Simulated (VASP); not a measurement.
# AgRh (P-6m2) in VASP: a series of runs, part 2 of 2

VASP 6.6.1. Earlier steps stand in the parts before.

### Step 4. Single point, PBE

This run uses another cell than the first one, of 17.03 Å³/atom, 1.019 times its volume.

File INCAR:

```
SYSTEM = AgRh
PREC     = Accurate       ! precision mode
ENCUT    = 520            ! plane-wave cutoff, eV
EDIFF    = 1E-6           ! SCF threshold, eV
ISMEAR   = -1             ! smearing method
SIGMA    = 0.05           ! smearing width, eV
LREAL    = .False.        ! projectors in reciprocal space
LASPH    = .True.         ! aspherical terms in the spheres
NELM     = 80             ! most SCF steps
ALGO     = Normal         ! electronic algorithm
ISIF     = 2              ! what is computed and relaxed
LWAVE    = .False.        ! write WAVECAR
LCHARG   = .False.        ! write CHGCAR
GGA      = PE             ! functional
NBANDS   = 20             ! bands
```

File KPOINTS:

```
regular mesh
0
Gamma
  11 11 6
  0 0 0
```

File POSCAR:

```
AgRh
1.0
    2.8320645439      0.0000000000      0.0000000000
   -1.4160322720      2.4526398402      0.0000000000
    0.0000000000      0.0000000000      4.9029122571
Ag Rh
1 1
Direct
    0.0000000000      0.0000000000      0.5000000000
    0.6666666667      0.3333333333      0.0000000000
```

Potentials or basis: VASP PAW PBE potentials, release 64 (Ag, Rh_pv).

Launch:

```console
$ cat potpaw_PBE.64/Ag/POTCAR potpaw_PBE.64/Rh_pv/POTCAR > POTCAR
$ mpirun -np 1 vasp_std > vasp.out
```

OUTCAR:

```text
SYSTEM = AgRh
   PREC = Accurate
   ENCUT = 520
   EDIFF = 1E-6
   ISMEAR = -1
   LREAL = .False.
   LASPH = .True.
   NELM = 80
   ISIF = 2
   GGA = PE

 ion  position               nearest neighbor table
   1  0.000  0.000  0.500-   2 2.95   2 2.95   2 2.95   2 2.95   2 2.95   2 2.95
   2  0.667  0.333  0.000-   1 2.95   1 2.95   1 2.95   1 2.95   1 2.95   1 2.95

  LATTYP: Found a hexagonal cell.
 ALAT       =     2.8320645439
 C/A-ratio  =     1.7312148721

  Lattice vectors:

 A1 = (   2.8320645439,   0.0000000000,   0.0000000000)
 A2 = (  -1.4160322720,   2.4526398402,   0.0000000000)
 A3 = (   0.0000000000,   0.0000000000,   4.9029122571)

Analysis of symmetry for initial positions (statically):
=====================================================================
 Subroutine PRICEL returns:
 Original cell was already a primitive cell.

 Routine SETGRP: Setting up the symmetry group for a
 hexagonal supercell.

 Subroutine GETGRP returns: Found 12 space group operations
 (whereof 12 operations were pure point group operations)
 out of a pool of 24 trial point group operations.

The static configuration has the point symmetry D_3h.

Analysis of symmetry for dynamics (positions and initial velocities):
=====================================================================
 Subroutine PRICEL returns:
 Original cell was already a primitive cell.

 Routine SETGRP: Setting up the symmetry group for a
 hexagonal supercell.

 Subroutine GETGRP returns: Found 12 space group operations
 (whereof 12 operations were pure point group operations)
 out of a pool of 24 trial point group operations.

The dynamic configuration has the point symmetry D_3h.

 Subroutine INISYM returns: Found 12 space group operations
 (whereof 12 operations are pure point group operations),
 and found     1 'primitive' translations

----------------------------------------------------------------------------------------

                                     Primitive cell

  volume of cell :      34.0558

  direct lattice vectors                    reciprocal lattice vectors
     2.832064544  0.000000000  0.000000000     0.353099297  0.203861974  0.000000000
    -1.416032272  2.452639840  0.000000000     0.000000000  0.407723949  0.000000000
     0.000000000  0.000000000  4.902912257     0.000000000  0.000000000  0.203960411

  length of vectors
     2.832064544  2.832064544  4.902912257     0.407723949  0.407723949  0.203960411

  position of ions in fractional coordinates (direct lattice)
     0.000000000  0.000000000  0.500000000
     0.666666667  0.333333333  0.000000000

  ion indices of the primitive-cell ions
   primitive index   ion index
                 1           1
                 2           2

----------------------------------------------------------------------------------------

 KPOINTS: regular mesh

Automatic generation of k-mesh.
 Grid dimensions read from file:
 generate k-points for:   11   11    6

 Generating k-lattice:

  Cartesian coordinates                     Fractional coordinates (reciprocal lattice)
     0.032099936  0.018532907  0.000000000     0.090909091  0.000000000  0.000000000
     0.000000000  0.037065814  0.000000000     0.000000000  0.090909091  0.000000000
     0.000000000  0.000000000  0.033993402     0.000000000  0.000000000  0.166666667

  Length of vectors
     0.037065814  0.037065814  0.033993402

  Shift w.r.t. Gamma in fractional coordinates (k-lattice)
     0.000000000  0.000000000  0.000000000

 Subroutine IBZKPT returns following result:
 ===========================================

 Found     64 irreducible k-points:

 Following reciprocal coordinates:
            Coordinates               Weight
  0.000000  0.000000  0.000000      1.000000
  0.090909  0.000000  0.000000      6.000000
  0.181818 -0.000000  0.000000      6.000000
  0.272727  0.000000  0.000000      6.000000
  0.363636  0.000000  0.000000      6.000000
  0.454545 -0.000000  0.000000      6.000000
[... 16 lines left out ...]
  0.090909  0.090909  0.166667     12.000000
  0.181818  0.090909  0.166667     24.000000
 [... further k-points ...]
   k-points           NKPTS =     64   k-points in BZ     NKDIM =     64   number of bands    NBANDS=     20
   number of dos      NEDOS =    301   number of ions     NIONS =      2
   total plane-waves  NPLWV =  20736
   dimension x,y,z NGX =    24 NGY =   24 NGZ =   36
   dimension x,y,z NGXF=    48 NGYF=   48 NGZF=   72
   ions per type =               1   1
   NGX,Y,Z   is equivalent  to a cutoff of  14.09, 14.09, 12.21 a.u.
   NGXF,Y,Z  is equivalent  to a cutoff of  28.18, 28.18, 24.41 a.u.
 SYSTEM =  AgRh
   PREC   = accura    normal or accurate (medium, high low for compatibility)
   ISTART =      0    job   : 0-new  1-cont  2-samecut
   ICHARG =      2    charge: 1-file 2-atom 10-const
   ISPIN  =      1    spin polarized calculation?
   LNONCOLLINEAR =      F non collinear calculations
   LSORBIT =      F    spin-orbit coupling
   LASPH  =      T    aspherical Exc in radial PAW
   ENCUT  =  520.0 eV  38.22 Ry    6.18 a.u.   5.27  5.27  9.12*2*pi/ulx,y,z
   NELM   =     80;   NELMIN=  2; NELMDL= -5     # of ELM steps
   EDIFF  = 0.1E-05   stopping-criterion for ELM
   LREAL  =      F    real-space projection
   EDIFFG = 0.1E-04   stopping-criterion for IOM
   NSW    =      0    number of steps for IOM
   IBRION =     -1    ionic relax: 0-MD 1-quasi-New 2-CG
   NFREE  =      0    steps in history (QN), initial steepest desc. (CG)
   ISIF   =      2    stress and relaxation
   ISYM   =      2    0-nonsym 1-usesym 2-fastsym
   POTIM  = 0.5000    time-step for ionic-motion
   TEBEG  =    0.0;   TEEND  =   0.0 temperature during run
   PSTRESS=    0.0 pullay stress
   NELECT =      26.0000    total number of electrons
   NUPDOWN=      -1.0000    fix difference up-down
   EMIN   =  10.00;   EMAX   =-10.00  energy-range for DOS
   EFERMI =   0.00;   METHOD = LEGACY
   ISMEAR =    -1;   SIGMA  =   0.05  broadening in eV -4-tet -1-fermi 0-gaus
   EFERMI_NEDOS =   21; number of points for ismear=-14 and -15
   IALGO  =     38    algorithm
   IMIX   =      4    mixing-type and parameters
     AMIX     =   0.40;   BMIX     =  1.00
     AMIX_MAG =   1.60;   BMIX_MAG =  1.00
  volume/ion in A,a.u.               =      17.03       114.91
  Fermi-wavevector in a.u.,A,eV,Ry     =   1.496243  2.827490 30.459968  2.238744
  Thomas-Fermi vector in A             =   2.608285
   LORBIT       =      0    0 simple, 1 ext, 2 COOP (PROOUT), +10 PAW based schemes
   GGA     = PE    functional components
   LHFCALC =     F    Hartree Fock is set to
   AEXX    =    0.0000 exact exchange contribution
   IVDW    =     0    specifies the selected vdW correction
   LEPSILON=     F    determine dielectric tensor
   LRPA    =     F    only Hartree local field effects (RPA)
 non-spin polarized calculation
  energy-cutoff  :      520.00
  volume of cell :       34.06
 maximum number of plane-waves:       930
 NGX is ok and might be reduce to    24
   NGX = 11   NGY = 11   NGZ = 19

 number of electron      26.0000003 magnetization

 Free energy of the ion-electron system (eV)
  ---------------------------------------------------
  ext. energy  EPLUGINS =         0.00000000
  ---------------------------------------------------
  free energy    TOTEN  =        -9.37857487 eV

  energy without entropy =       -9.35069750  energy(sigma->0) =       -9.36463619

 E-fermi :   7.9667     XC(G=0): -12.4372

 val. band max:        7.9500400744   @ k =   0.0909   0.0909   0.3333
 cond. band min:       7.9686859387   @ k =   0.2727   0.0000   0.0000
 fundamental gap:      0.0186458644
 Fermi energy:         7.9666914690

 k-point     1 :       0.0000    0.0000    0.0000
  band No.  band energies     occupation
      1     -37.6093      2.00000
      2     -37.6093      2.00000
      3     -37.5603      2.00000
      4       1.2386      2.00000
      5       2.6151      2.00000
      6       3.9300      2.00000
[... 12 lines left out ...]
     19      26.5664      0.00000
     20      28.5177      0.00000
[... 507 lines left out ...]
 k-point    24 :       0.1818    0.0909    0.1667
  band No.  band energies     occupation
      1     -37.7575      2.00000
      2     -37.6523      2.00000
      3     -37.5402      2.00000
      4       2.7821      2.00000
      5       3.2910      2.00000
      6       3.6528      2.00000
[... 12 lines left out ...]
     19      24.2783      0.00000
     20      25.4716      0.00000

 [... further k-points ...]

------------------------ aborting loop because EDIFF is reached ----------------------------------------

  FORCE on cell =-STRESS in cart. coord.  units (eV):
  Direction    XX          YY          ZZ          XY          YZ          ZX
  --------------------------------------------------------------------------------------
  -------------------------------------------------------------------------------------
  Total       -2.0732381     -2.0732381     -1.9550759      0.0000000      0.0000000      0.0000000
  in kB      -97.5368488    -97.5368488    -91.9778298      0.0000000      0.0000000      0.0000000
  external PRESSURE =     -95.6838425 kB  Pullay stress =       0.0000000 kB

 VOLUME and BASIS-vectors are now :
 -----------------------------------------------------------------------------
  energy-cutoff  :      520.00
  volume of cell :       34.06
      direct lattice vectors                 reciprocal lattice vectors
     2.832064544  0.000000000  0.000000000     0.353099297  0.203861974  0.000000000
    -1.416032272  2.452639840  0.000000000     0.000000000  0.407723949  0.000000000
     0.000000000  0.000000000  4.902912257     0.000000000  0.000000000  0.203960411

 POSITION                                       TOTAL-FORCE (eV/Angst)
 -----------------------------------------------------------------------------------
      0.00000      0.00000      2.45146        -0.000000      0.000000      0.000000
      1.41603      0.81755      0.00000         0.000000      0.000000      0.000000
 -----------------------------------------------------------------------------------
    total drift:                               -0.000000      0.000000      0.000000

  FREE ENERGIE OF THE ION-ELECTRON SYSTEM (eV)
  ---------------------------------------------------
  free  energy   TOTEN  =        -9.3785748685 eV

  energy  without entropy=       -9.3506975017  energy(sigma->0) =       -9.36463619
```

Wall time 17 s (1 thread of Intel Xeon Platinum 8488C (Sapphire Rapids), shared host); peak memory 0.18 GiB.

Results:

```
Free energy            : -9.3786 eV
Pressure               : -9.6 GPa
Band gap on the k mesh : zero (band 13 reaches 8.92 eV, above the bottom of band 14 at 7.74 eV)
```

Stress tensor (GPa, compression positive):
```
-9.75  0.00  0.00
 0.00 -9.75  0.00
 0.00  0.00 -9.20
```

Levels at points of the mesh, in eV from the Fermi level:
```
           k point  band 11  band 12  band 13  band 14  band 15  band 16
(0.00, 0.00, 0.00)    -1.61    -1.61     0.13     0.13     0.34     4.97
(0.00, 0.00, 0.50)    -2.20    -1.46    -1.46     0.10     0.10    11.14
```

### Step 5. Overview

| level | potentials or basis | cell | gap on the mesh (eV) | pressure (GPa) |
| --- | --- | --- | --- | --- |
| PBE | VASP PAW PBE potentials, release 64 (Ag, Rh_pv) | a = 2.814, b = 2.814, c = 4.872 Å, angles 90.0, 90.0, 120.0°, 2 atoms | none | -7.5 |
| LDA | VASP PAW LDA potentials, release 64 (Ag, Rh_pv) | a = 2.778, b = 2.778, c = 4.809 Å, angles 90.0, 90.0, 120.0°, 2 atoms | none | -15.3 |
| PBE | VASP PAW PBE potentials, release 64 (Ag, Rh_pv) | a = 2.832, b = 2.832, c = 4.903 Å, angles 90.0, 90.0, 120.0°, 2 atoms | none | -9.6 |

Alike in all rows: task single point; no spin polarisation; k mesh 11 × 11 × 6; cutoff (eV) 520; smearing fermi-dirac 0.05 eV.

Absolute energies hang on the potentials; compare differences alone.
